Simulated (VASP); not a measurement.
# SiO2 (P4_2/mnm) in VASP: single point with PBE

Aim: the single point of SiO2 with PBE.

Program: VASP 6.6.1. These are calculated values, not measurements. Logs are shortened: lines on timing, memory, paths and dates and some standing lists are left out, and cuts for length are marked.

### 1 The cell of the first run

It takes space group P4_2/mnm (No. 136, tetragonal). Conventional cell: a = 4.180 Å, b = 4.180 Å, c = 2.668 Å, α = 90.00°, β = 90.00°, γ = 90.00°. Si (site symmetry mmm) has 6 O at 1.76 to 1.81 Å within 2.3 Å. O (site symmetry m2m) has 3 Si at 1.76 to 1.81 Å and 1 O at 2.29 Å within 2.3 Å.

### 2 Single point, PBE

INCAR

```
PREC = Accurate
ENCUT = 520
EDIFF = 1E-7
ISMEAR = -1
SIGMA = 0.03
LREAL = F
LASPH = T
NELM = 60
ALGO = Normal
ISIF = 2
LWAVE = F
LCHARG = F
GGA = PE
NBANDS = 25
```

KPOINTS

```
Automatic mesh
0
Gamma
  6 6 9
```

POSCAR

```
SiO2
1.0
    4.1801000000      0.0000000000      0.0000000000
    0.0000000000      4.1801000000      0.0000000000
    0.0000000000      0.0000000000      2.6678000000
Si O
2 4
Direct
    0.0000000000      0.0000000000      0.0000000000
    0.5000000000      0.5000000000      0.5000000000
    0.3067000000      0.3067000000      0.0000000000
    0.1933000000      0.8067000000      0.5000000000
    0.6933000000      0.6933000000      0.0000000000
    0.8067000000      0.1933000000      0.5000000000
```

Potentials or basis: VASP PAW PBE potentials, release 64 (Si, O).

On the command line:

```console
> cat potpaw_PBE.64/Si/POTCAR potpaw_PBE.64/O/POTCAR > POTCAR
> mpirun -np 1 vasp_std > vasp.out
```

OUTCAR:

```text
PREC = Accurate
   ENCUT = 520
   EDIFF = 1E-7
   ISMEAR = -1
   LREAL = F
   LASPH = T
   NELM = 60
   ISIF = 2
   GGA = PE

 ion  position               nearest neighbor table
   1  0.000  0.000  0.000-   4 1.76   6 1.76   4 1.76   6 1.76   5 1.81   3 1.81
   2  0.500  0.500  0.500-   3 1.76   5 1.76   3 1.76   5 1.76   4 1.81   6 1.81
   3  0.307  0.307  0.000-   2 1.76   2 1.76   1 1.81
   4  0.193  0.807  0.500-   1 1.76   1 1.76   2 1.81
   5  0.693  0.693  0.000-   2 1.76   2 1.76   1 1.81
   6  0.807  0.193  0.500-   1 1.76   1 1.76   2 1.81

  LATTYP: Found a simple tetragonal cell.
 ALAT       =     4.1801000000
 C/A-ratio  =     0.6382143968

  Lattice vectors:

 A1 = (   4.1801000000,   0.0000000000,   0.0000000000)
 A2 = (   0.0000000000,   4.1801000000,   0.0000000000)
 A3 = (   0.0000000000,   0.0000000000,   2.6678000000)

Analysis of symmetry for initial positions (statically):
=====================================================================
 Subroutine PRICEL returns:
 Original cell was already a primitive cell.

 Routine SETGRP: Setting up the symmetry group for a
 simple tetragonal supercell.

 Subroutine GETGRP returns: Found 16 space group operations
 (whereof  8 operations were pure point group operations)
 out of a pool of 16 trial point group operations.

The static configuration has the point symmetry D_2h.
 The point group associated with its full space group is D_4h.

Analysis of symmetry for dynamics (positions and initial velocities):
=====================================================================
 Subroutine PRICEL returns:
 Original cell was already a primitive cell.

 Routine SETGRP: Setting up the symmetry group for a
 simple tetragonal supercell.

 Subroutine GETGRP returns: Found 16 space group operations
 (whereof  8 operations were pure point group operations)
 out of a pool of 16 trial point group operations.

The dynamic configuration has the point symmetry D_2h.
 The point group associated with its full space group is D_4h.

 Subroutine INISYM returns: Found 16 space group operations
 (whereof  8 operations are pure point group operations),
 and found     1 'primitive' translations

----------------------------------------------------------------------------------------

                                     Primitive cell

  volume of cell :      46.6151

  direct lattice vectors                    reciprocal lattice vectors
     4.180100000  0.000000000  0.000000000     0.239228727  0.000000000  0.000000000
     0.000000000  4.180100000  0.000000000     0.000000000  0.239228727  0.000000000
     0.000000000  0.000000000  2.667800000     0.000000000  0.000000000  0.374840693

  length of vectors
     4.180100000  4.180100000  2.667800000     0.239228727  0.239228727  0.374840693

  position of ions in fractional coordinates (direct lattice)
     0.000000000  0.000000000  0.000000000
     0.500000000  0.500000000  0.500000000
     0.306700000  0.306700000  0.000000000
     0.193300000  0.806700000  0.500000000
     0.693300000  0.693300000  0.000000000
     0.806700000  0.193300000  0.500000000

  ion indices of the primitive-cell ions
   primitive index   ion index
                 1           1
                 2           2
                 3           3
                 4           4
                 5           5
                 6           6

----------------------------------------------------------------------------------------

 KPOINTS: Automatic mesh

Automatic generation of k-mesh.
 Grid dimensions read from file:
 generate k-points for:    6    6    9

 Generating k-lattice:

  Cartesian coordinates                     Fractional coordinates (reciprocal lattice)
     0.039871454  0.000000000  0.000000000     0.166666667  0.000000000  0.000000000
     0.000000000  0.039871454  0.000000000     0.000000000  0.166666667  0.000000000
     0.000000000  0.000000000  0.041648966     0.000000000  0.000000000  0.111111111

  Length of vectors
     0.039871454  0.039871454  0.041648966

  Shift w.r.t. Gamma in fractional coordinates (k-lattice)
     0.000000000  0.000000000  0.000000000

 Subroutine IBZKPT returns following result:
 ===========================================

 Found     50 irreducible k-points:

 Following reciprocal coordinates:
            Coordinates               Weight
  0.000000  0.000000  0.000000      1.000000
  0.166667  0.000000  0.000000      4.000000
  0.333333  0.000000  0.000000      4.000000
  0.500000  0.000000  0.000000      2.000000
  0.166667  0.166667  0.000000      4.000000
  0.333333  0.166667  0.000000      8.000000
[... 16 lines left out ...]
  0.333333  0.000000  0.222222      8.000000
  0.500000  0.000000  0.222222      4.000000
 [... further k-points ...]
   k-points           NKPTS =     50   k-points in BZ     NKDIM =     50   number of bands    NBANDS=     25
   number of dos      NEDOS =    301   number of ions     NIONS =      6
   total plane-waves  NPLWV =  20480
   dimension x,y,z NGX =    32 NGY =   32 NGZ =   20
   dimension x,y,z NGXF=    64 NGYF=   64 NGZF=   40
   ions per type =               2   4
   NGX,Y,Z   is equivalent  to a cutoff of  12.73, 12.73, 12.46 a.u.
   NGXF,Y,Z  is equivalent  to a cutoff of  25.45, 25.45, 24.93 a.u.
 SYSTEM =  unknown system
   PREC   = accura    normal or accurate (medium, high low for compatibility)
   ISTART =      0    job   : 0-new  1-cont  2-samecut
   ICHARG =      2    charge: 1-file 2-atom 10-const
   ISPIN  =      1    spin polarized calculation?
   LNONCOLLINEAR =      F non collinear calculations
   LSORBIT =      F    spin-orbit coupling
   LASPH  =      T    aspherical Exc in radial PAW
   ENCUT  =  520.0 eV  38.22 Ry    6.18 a.u.   7.77  7.77  4.96*2*pi/ulx,y,z
   NELM   =     60;   NELMIN=  2; NELMDL= -5     # of ELM steps
   EDIFF  = 0.1E-06   stopping-criterion for ELM
   LREAL  =      F    real-space projection
   EDIFFG = 0.1E-05   stopping-criterion for IOM
   NSW    =      0    number of steps for IOM
   IBRION =     -1    ionic relax: 0-MD 1-quasi-New 2-CG
   NFREE  =      0    steps in history (QN), initial steepest desc. (CG)
   ISIF   =      2    stress and relaxation
   ISYM   =      2    0-nonsym 1-usesym 2-fastsym
   POTIM  = 0.5000    time-step for ionic-motion
   TEBEG  =    0.0;   TEEND  =   0.0 temperature during run
   PSTRESS=    0.0 pullay stress
   NELECT =      32.0000    total number of electrons
   NUPDOWN=      -1.0000    fix difference up-down
   EMIN   =  10.00;   EMAX   =-10.00  energy-range for DOS
   EFERMI =   0.00;   METHOD = LEGACY
   ISMEAR =    -1;   SIGMA  =   0.03  broadening in eV -4-tet -1-fermi 0-gaus
   EFERMI_NEDOS =   21; number of points for ismear=-14 and -15
   IALGO  =     38    algorithm
   IMIX   =      4    mixing-type and parameters
     AMIX     =   0.40;   BMIX     =  1.00
     AMIX_MAG =   1.60;   BMIX_MAG =  1.00
  volume/ion in A,a.u.               =       7.77        52.43
  Fermi-wavevector in a.u.,A,eV,Ry     =   1.444162  2.729071 28.376369  2.085604
  Thomas-Fermi vector in A             =   2.562488
   LORBIT       =      0    0 simple, 1 ext, 2 COOP (PROOUT), +10 PAW based schemes
   GGA     = PE    functional components
   LHFCALC =     F    Hartree Fock is set to
   AEXX    =    0.0000 exact exchange contribution
   IVDW    =     0    specifies the selected vdW correction
   LEPSILON=     F    determine dielectric tensor
   LRPA    =     F    only Hartree local field effects (RPA)
 non-spin polarized calculation
  energy-cutoff  :      520.00
  volume of cell :       46.62
 maximum number of plane-waves:      1272
 NGX is ok and might be reduce to    32
   NGX = 15   NGY = 15   NGZ =  9

 number of electron      31.9999977 magnetization

 Free energy of the ion-electron system (eV)
  ---------------------------------------------------
  ext. energy  EPLUGINS =         0.00000000
  ---------------------------------------------------
  free energy    TOTEN  =       -46.25887281 eV

  energy without entropy =      -46.25887281  energy(sigma->0) =      -46.25887281

 E-fermi :   8.8025     XC(G=0): -12.2639

 val. band max:        8.2189927699   @ k =   0.0000   0.0000   0.0000
 cond. band min:      13.8330512713   @ k =   0.0000   0.0000   0.0000
 fundamental gap:      5.6140585014
 Fermi energy:         8.8024507158

 k-point     1 :       0.0000    0.0000    0.0000
  band No.  band energies     occupation
      1     -14.3533      2.00000
      2     -10.7098      2.00000
      3     -10.7098      2.00000
      4     -10.5191      2.00000
      5      -2.6120      2.00000
      6       1.8064      2.00000
[... 17 lines left out ...]
     24      22.4496      0.00000
     25      24.0652      0.00000

 k-point     2 :       0.1667    0.0000    0.0000
  band No.  band energies     occupation
      1     -14.2082      2.00000
      2     -11.3898      2.00000
      3     -10.6372      2.00000
      4     -10.1433      2.00000
      5      -2.4199      2.00000
      6       1.0526      2.00000
[... 17 lines left out ...]
     24      21.8892      0.00000
     25      23.8410      0.00000

 k-point     3 :       0.3333    0.0000    0.0000
  band No.  band energies     occupation
      1     -13.7844      2.00000
      2     -12.2787      2.00000
      3     -10.4427      2.00000
      4     -10.0458      2.00000
      5      -1.8892      2.00000
      6      -0.0732      2.00000
[... 552 lines left out ...]
 k-point    23 :       0.3333    0.0000    0.2222
  band No.  band energies     occupation
      1     -13.1854      2.00000
      2     -11.8304      2.00000
      3     -10.2203      2.00000
      4      -9.9934      2.00000
      5      -1.4716      2.00000
      6       0.3315      2.00000
[... 17 lines left out ...]
     24      21.0563      0.00000
     25      22.2694      0.00000

 k-point    24 :       0.5000    0.0000    0.2222
  band No.  band energies     occupation
      1     -12.5768      2.00000
      2     -12.5768      2.00000
      3     -10.0705      2.00000
      4     -10.0705      2.00000
      5      -0.5911      2.00000
      6      -0.5911      2.00000
[... 17 lines left out ...]
     24      20.9473      0.00000
     25      22.1916      0.00000

 [... further k-points ...]

------------------------ aborting loop because EDIFF is reached ----------------------------------------

  FORCE on cell =-STRESS in cart. coord.  units (eV):
  Direction    XX          YY          ZZ          XY          YZ          ZX
  --------------------------------------------------------------------------------------
  -------------------------------------------------------------------------------------
  Total        3.0811129      3.0811129      3.4591967     -0.0000000      0.0000000      0.0000000
  in kB      105.8989329    105.8989329    118.8938061     -0.0000000      0.0000000      0.0000000
  external PRESSURE =     110.2305573 kB  Pullay stress =       0.0000000 kB

 VOLUME and BASIS-vectors are now :
 -----------------------------------------------------------------------------
  energy-cutoff  :      520.00
  volume of cell :       46.62
      direct lattice vectors                 reciprocal lattice vectors
     4.180100000  0.000000000  0.000000000     0.239228727  0.000000000  0.000000000
     0.000000000  4.180100000  0.000000000     0.000000000  0.239228727  0.000000000
     0.000000000  0.000000000  2.667800000     0.000000000  0.000000000  0.374840693

 POSITION                                       TOTAL-FORCE (eV/Angst)
 -----------------------------------------------------------------------------------
      0.00000      0.00000      0.00000         0.000000      0.000000     -0.000000
      2.09005      2.09005      1.33390         0.000000      0.000000     -0.000000
      1.28204      1.28204      0.00000        -0.172795     -0.172795      0.000000
      0.80801      3.37209      1.33390         0.172795     -0.172795      0.000000
      2.89806      2.89806      0.00000         0.172795      0.172795     -0.000000
      3.37209      0.80801      1.33390        -0.172795      0.172795     -0.000000
 -----------------------------------------------------------------------------------
    total drift:                                0.000000      0.000000     -0.000000

  FREE ENERGIE OF THE ION-ELECTRON SYSTEM (eV)
  ---------------------------------------------------
  free  energy   TOTEN  =       -46.2588728101 eV

  energy  without entropy=      -46.2588728101  energy(sigma->0) =      -46.25887281
```

Wall time 61 s (1 thread of Intel Xeon 8259CL, shared host); peak memory 0.17 GiB.

Results:

```yaml
Free_energy: -46.2589 eV
Pressure: 11.0 GPa
Largest_force: 0.244 eV/Å
Band_gap_on_the_k_mesh: 5.61 eV
```

Forces on the atoms (eV/Å):
```
Si   0.000  0.000  0.000
Si   0.000  0.000  0.000
O   -0.173 -0.173  0.000
O    0.173 -0.173  0.000
O    0.173  0.173  0.000
O   -0.173  0.173  0.000
```

Stress tensor (GPa, compression positive):
```
10.59  0.00  0.00
 0.00 10.59  0.00
 0.00  0.00 11.89
```

Levels at points of the mesh, in eV from the valence-band top:
| k point | band 13 | band 14 | band 15 | band 16 | band 17 | band 18 | band 19 | band 20 |
| --- | --- | --- | --- | --- | --- | --- | --- | --- |
| (0.00, 0.00, 0.00) | -2.55 | -0.87 | -0.87 | 0.00 | 5.61 | 6.69 | 8.52 | 8.52 |
| (0.50, 0.00, 0.00) | -2.70 | -2.70 | -1.07 | -1.07 | 7.73 | 7.73 | 9.09 | 9.09 |
| (0.50, 0.50, 0.00) | -2.63 | -2.63 | -2.27 | -2.27 | 7.40 | 7.40 | 10.06 | 10.06 |

Caveat: the cell stands under pressure; an odd mesh through Γ misses points on the zone boundary, where band edges can lie. A hybrid or GW would open this gap; PBE tends to underestimate it.
